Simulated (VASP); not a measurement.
# W (Fmmm) in VASP: single point with PBE

Aim: the single point of W with PBE.

Everything below comes from runs of VASP 6.6.1. Logs are shortened: lines on timing, memory, paths and dates and some standing lists are left out, and cuts for length are marked.

## Step 1: The cell of the first run

It takes space group Fmmm (No. 69, orthorhombic). Conventional cell: a = 3.195 Å, b = 4.501 Å, c = 4.535 Å, α = 90.00°, β = 90.00°, γ = 90.00°. W (site symmetry mmm) has 14 W at 2.76 to 3.19 Å within 3.6 Å.

## Step 2: Single point, PBE (strain +0.0075 x Voigt [0, 0, 0, 0, 1, 0])

File INCAR:

```
PREC = Accurate ; ENCUT = 520
EDIFF = 1E-7 ; ISMEAR = 0
SIGMA = 0.15 ; LREAL = False
LASPH = True ; NELM = 80
ALGO = Fast ; ISIF = 2
LWAVE = False ; LCHARG = True
GGA = PE ; LELF = True
LVHAR = True ; NBANDS = 13
```

File KPOINTS:

```
Automatic mesh
0
Gamma
  20 20 20
```

File POSCAR:

```
W
1.0
   -1.5913101250      1.5973000000      1.5913101250
    1.6032898750     -1.5973000000      1.6032898750
    1.5913101250      1.5973000000     -1.5913101250
W
1
Direct
    0.0000000000      0.0000000000      0.0000000000
```

Potentials or basis: VASP PAW PBE potentials, release 64 (W_sv).

The run is started by

```sh
$ cat potpaw_PBE.64/W_sv/POTCAR > POTCAR
$ mpirun -np 1 vasp_std > vasp.out
```

OUTCAR:

```text
PREC = Accurate
   ENCUT = 520
   EDIFF = 1E-7
   ISMEAR = 0
   LREAL = False
   LASPH = True
   NELM = 80
   ISIF = 2
   GGA = PE

 ion  position               nearest neighbor table
   1  0.000  0.000  0.000-

  LATTYP: Found a face centered orthorhombic cell.
 ALAT       =     3.1946000000
 B/A-ratio  =     1.4089102615
 C/A-ratio  =     1.4195168632

  Lattice vectors:

 A1 = (  -0.0119797500,   0.0000000000,  -3.1946000000)
 A2 = (  -1.6032898750,   1.5973000000,  -1.6032898750)
 A3 = (   1.5913101250,   1.5973000000,  -1.5913101250)

Analysis of symmetry for initial positions (statically):
=====================================================================
 Subroutine PRICEL returns:
 Original cell was already a primitive cell.

 Routine SETGRP: Setting up the symmetry group for a
 face centered orthorhombic supercell.

 Subroutine GETGRP returns: Found  8 space group operations
 (whereof  8 operations were pure point group operations)
 out of a pool of  8 trial point group operations.

The static configuration has the point symmetry D_2h.

Analysis of symmetry for dynamics (positions and initial velocities):
=====================================================================
 Subroutine PRICEL returns:
 Original cell was already a primitive cell.

 Routine SETGRP: Setting up the symmetry group for a
 face centered orthorhombic supercell.

 Subroutine GETGRP returns: Found  8 space group operations
 (whereof  8 operations were pure point group operations)
 out of a pool of  8 trial point group operations.

The dynamic configuration has the point symmetry D_2h.

 Subroutine INISYM returns: Found  8 space group operations
 (whereof  8 operations are pure point group operations),
 and found     1 'primitive' translations

----------------------------------------------------------------------------------------

                                     Primitive cell

  volume of cell :      16.3010

  direct lattice vectors                    reciprocal lattice vectors
    -1.591310125  1.597300000  1.591310125    -0.001173872  0.313028235  0.313032637
     1.603289875 -1.597300000  1.603289875     0.311858765  0.000000000  0.311858765
     1.591310125  1.597300000 -1.591310125     0.313032637  0.313028235 -0.001173872

  length of vectors
     2.759692577  2.773525579  2.759692577     0.442693445  0.441034895  0.442693445

  position of ions in fractional coordinates (direct lattice)
     0.000000000  0.000000000  0.000000000

  ion indices of the primitive-cell ions
   primitive index   ion index
                 1           1

----------------------------------------------------------------------------------------

 KPOINTS: Automatic mesh

Automatic generation of k-mesh.
 Grid dimensions read from file:
 generate k-points for:   20   20   20

 Generating k-lattice:

  Cartesian coordinates                     Fractional coordinates (reciprocal lattice)
    -0.000058694  0.015651412  0.015651632     0.050000000  0.000000000  0.000000000
     0.015592938  0.000000000  0.015592938     0.000000000  0.050000000  0.000000000
     0.015651632  0.015651412 -0.000058694    -0.000000000  0.000000000  0.050000000

  Length of vectors
     0.022134672  0.022051745  0.022134672

  Shift w.r.t. Gamma in fractional coordinates (k-lattice)
     0.000000000  0.000000000  0.000000000

 Subroutine IBZKPT returns following result:
 ===========================================

 Found   1166 irreducible k-points:

 Following reciprocal coordinates:
            Coordinates               Weight
  0.000000  0.000000  0.000000      1.000000
  0.050000  0.000000  0.000000      8.000000
  0.100000  0.000000  0.000000      8.000000
  0.150000  0.000000  0.000000      8.000000
  0.200000  0.000000  0.000000      8.000000
  0.250000  0.000000  0.000000      8.000000
[... 16 lines left out ...]
 -0.450000  0.050000 -0.000000      8.000000
 -0.400000  0.050000  0.000000      8.000000
 [... further k-points ...]
   k-points           NKPTS =   1166   k-points in BZ     NKDIM =   1166   number of bands    NBANDS=     13
   number of dos      NEDOS =    301   number of ions     NIONS =      1
   total plane-waves  NPLWV =  13824
   dimension x,y,z NGX =    24 NGY =   24 NGZ =   24
   dimension x,y,z NGXF=    48 NGYF=   48 NGZF=   48
   ions per type =               1
   NGX,Y,Z   is equivalent  to a cutoff of  14.46, 14.39, 14.46 a.u.
   NGXF,Y,Z  is equivalent  to a cutoff of  28.92, 28.77, 28.92 a.u.
 SYSTEM =  unknown system
   PREC   = accura    normal or accurate (medium, high low for compatibility)
   ISTART =      0    job   : 0-new  1-cont  2-samecut
   ICHARG =      2    charge: 1-file 2-atom 10-const
   ISPIN  =      1    spin polarized calculation?
   LNONCOLLINEAR =      F non collinear calculations
   LSORBIT =      F    spin-orbit coupling
   LASPH  =      T    aspherical Exc in radial PAW
   ENCUT  =  520.0 eV  38.22 Ry    6.18 a.u.   5.13  5.16  5.13*2*pi/ulx,y,z
   NELM   =     80;   NELMIN=  2; NELMDL= -5     # of ELM steps
   EDIFF  = 0.1E-06   stopping-criterion for ELM
   LREAL  =      F    real-space projection
   EDIFFG = 0.1E-05   stopping-criterion for IOM
   NSW    =      0    number of steps for IOM
   IBRION =     -1    ionic relax: 0-MD 1-quasi-New 2-CG
   NFREE  =      0    steps in history (QN), initial steepest desc. (CG)
   ISIF   =      2    stress and relaxation
   ISYM   =      2    0-nonsym 1-usesym 2-fastsym
   POTIM  = 0.5000    time-step for ionic-motion
   TEBEG  =    0.0;   TEEND  =   0.0 temperature during run
   PSTRESS=    0.0 pullay stress
   NELECT =      14.0000    total number of electrons
   NUPDOWN=      -1.0000    fix difference up-down
   EMIN   =  10.00;   EMAX   =-10.00  energy-range for DOS
   EFERMI =   0.00;   METHOD = LEGACY
   ISMEAR =     0;   SIGMA  =   0.15  broadening in eV -4-tet -1-fermi 0-gaus
   EFERMI_NEDOS =   21; number of points for ismear=-14 and -15
   IALGO  =     68    algorithm
   IMIX   =      4    mixing-type and parameters
     AMIX     =   0.40;   BMIX     =  1.00
     AMIX_MAG =   1.60;   BMIX_MAG =  1.00
  volume/ion in A,a.u.               =      16.30       110.00
  Fermi-wavevector in a.u.,A,eV,Ry     =   1.556132  2.940663 32.947138  2.421546
  Thomas-Fermi vector in A             =   2.659972
   LORBIT       =      0    0 simple, 1 ext, 2 COOP (PROOUT), +10 PAW based schemes
   GGA     = PE    functional components
   LHFCALC =     F    Hartree Fock is set to
   AEXX    =    0.0000 exact exchange contribution
   IVDW    =     0    specifies the selected vdW correction
   LEPSILON=     F    determine dielectric tensor
   LRPA    =     F    only Hartree local field effects (RPA)
 non-spin polarized calculation
 RMM-DIIS sequential band-by-band and
 Gauss-broadening in eV      SIGMA  =   0.15
  energy-cutoff  :      520.00
  volume of cell :       16.30
 maximum number of plane-waves:       466
 NGX is ok and might be reduce to    24
   NGX = 11   NGY = 11   NGZ = 11

 number of electron      14.0000002 magnetization

 Free energy of the ion-electron system (eV)
  ---------------------------------------------------
  ext. energy  EPLUGINS =         0.00000000
  ---------------------------------------------------
  free energy    TOTEN  =       -12.95894720 eV

  energy without entropy =      -12.95523072  energy(sigma->0) =      -12.95708896

 E-fermi :  11.0854     XC(G=0): -13.4836

 val. band max:       11.0798612839   @ k =  -0.2000   0.2500   0.1000
 cond. band min:      11.0952970791   @ k =   0.2000  -0.1500   0.1000
 fundamental gap:      0.0154357952
 Fermi energy:        11.0853735487

 k-point     1 :       0.0000    0.0000    0.0000
  band No.  band energies     occupation
      1     -63.1821      2.00000
      2     -26.7941      2.00000
      3     -26.7828      2.00000
      4     -26.7718      2.00000
      5       1.5617      2.00000
      6       9.7935      2.00000
      7       9.8562      2.00000
      8       9.9224      2.00000
      9      13.2371      0.00000
     10      13.2391      0.00000
     11      25.4282      0.00000
     12      25.4966      0.00000
     13      25.5645      0.00000

 k-point     2 :       0.0500    0.0000    0.0000
  band No.  band energies     occupation
      1     -63.1793      2.00000
      2     -26.8164      2.00000
      3     -26.7950      2.00000
      4     -26.7782      2.00000
      5       1.6792      2.00000
      6       9.7598      2.00000
      7       9.8534      2.00000
      8       9.9849      2.00000
      9      13.1220      0.00000
     10      13.2392      0.00000
     11      25.5747      0.00000
     12      25.6970      0.00000
     13      25.8041      0.00000

 k-point     3 :       0.1000    0.0000    0.0000
  band No.  band energies     occupation
      1     -63.1710      2.00000
      2     -26.9034      2.00000
      3     -26.8220      2.00000
      4     -26.7817      2.00000
      5       2.0219      2.00000
      6       9.5781      2.00000
      7       9.7830      2.00000
      8      10.3083      2.00000
      9      12.8562      0.00000
     10      13.2457      0.00000
     11      25.8510      0.00000
     12      26.2835      0.00000
     13      26.5398      0.00000
[... 305 lines left out ...]
 k-point    23 :      -0.4500    0.0500   -0.0000
  band No.  band energies     occupation
      1     -63.0693      2.00000
      2     -27.8911      2.00000
      3     -27.1542      2.00000
      4     -26.7990      2.00000
      5       5.0447      2.00000
      6       7.7223      2.00000
      7      10.7216      1.99940
      8      13.1511      0.00000
      9      14.0369      0.00000
     10      16.3838      0.00000
     11      22.3235      0.00000
     12      23.0483      0.00000
     13      28.3304      0.00000

 k-point    24 :      -0.4000    0.0500    0.0000
  band No.  band energies     occupation
      1     -63.0801      2.00000
      2     -27.7932      2.00000
      3     -27.1182      2.00000
      4     -26.7982      2.00000
      5       5.0028      2.00000
      6       7.8892      2.00000
      7       9.9643      2.00000
      8      13.0635      0.00000
      9      13.8707      0.00000
     10      15.3986      0.00000
     11      23.3457      0.00000
     12      23.8748      0.00000
     13      29.7282      0.00000

 [... further k-points ...]

------------------------ aborting loop because EDIFF is reached ----------------------------------------

  FORCE on cell =-STRESS in cart. coord.  units (eV):
  Direction    XX          YY          ZZ          XY          YZ          ZX
  --------------------------------------------------------------------------------------
  -------------------------------------------------------------------------------------
  Total       -0.2655967     -0.2648131     -0.2655967     -0.0000000      0.0000000     -0.1119116
  in kB      -26.1047733    -26.0277524    -26.1047733     -0.0000000      0.0000000    -10.9994855
  external PRESSURE =     -26.0790997 kB  Pullay stress =       0.0000000 kB

 VOLUME and BASIS-vectors are now :
 -----------------------------------------------------------------------------
  energy-cutoff  :      520.00
  volume of cell :       16.30
      direct lattice vectors                 reciprocal lattice vectors
    -1.591310125  1.597300000  1.591310125    -0.001173872  0.313028235  0.313032637
     1.603289875 -1.597300000  1.603289875     0.311858765  0.000000000  0.311858765
     1.591310125  1.597300000 -1.591310125     0.313032637  0.313028235 -0.001173872

 POSITION                                       TOTAL-FORCE (eV/Angst)
 -----------------------------------------------------------------------------------
      0.00000      0.00000      0.00000         0.000000      0.000000      0.000000
 -----------------------------------------------------------------------------------
    total drift:                                0.000000      0.000000     -0.000000

  FREE ENERGIE OF THE ION-ELECTRON SYSTEM (eV)
  ---------------------------------------------------
  free  energy   TOTEN  =       -12.9589472025 eV

  energy  without entropy=      -12.9552307224  energy(sigma->0) =      -12.95708896
```

Run time: 2.3 min. Hardware: 1 thread of Intel Xeon Platinum 8375C at 2.90GHz (Ice Lake), shared host; peak memory 0.34 GiB.

Results:

```
Free energy            : -12.9589 eV
Pressure               : -2.6 GPa
Band gap on the k mesh : zero (bands 7 and 8 overlap by 6.02 eV)
```

Stress tensor (GPa, compression positive):
```
-2.61  0.00 -1.10
 0.00 -2.60  0.00
-1.10  0.00 -2.61
```

Levels at points of the mesh, in eV from the Fermi level:
```
           k point  band 3  band 4  band 5  band 6  band 7  band 8  band 9  band 10  band 11  band 12
(0.00, 0.00, 0.00)  -37.87  -37.86   -9.52   -1.29   -1.23   -1.16    2.15     2.15    14.34    14.41
(0.50, 0.00, 0.00)  -38.25  -37.87   -6.14   -3.48    0.54    2.03    2.97     5.86    10.59    11.37
(0.00, 0.50, 0.00)  -38.24  -37.87   -6.15   -3.50    0.48    2.08    3.03     5.81    10.49    11.43
(0.50, 0.00, 0.50)  -38.26  -37.88   -6.13   -3.46    0.60    1.98    2.91     5.91    10.69    11.32
(0.50, 0.50, 0.50)  -38.69  -38.68   -5.66   -5.66    4.84    4.92    5.00     7.94     7.98     8.02
```

Caveat: the cell differs from its parent crystal (strain +0.0075 x Voigt [0, 0, 0, 0, 1, 0]); spin-orbit coupling is left out, which moves the levels of the heavy elements.
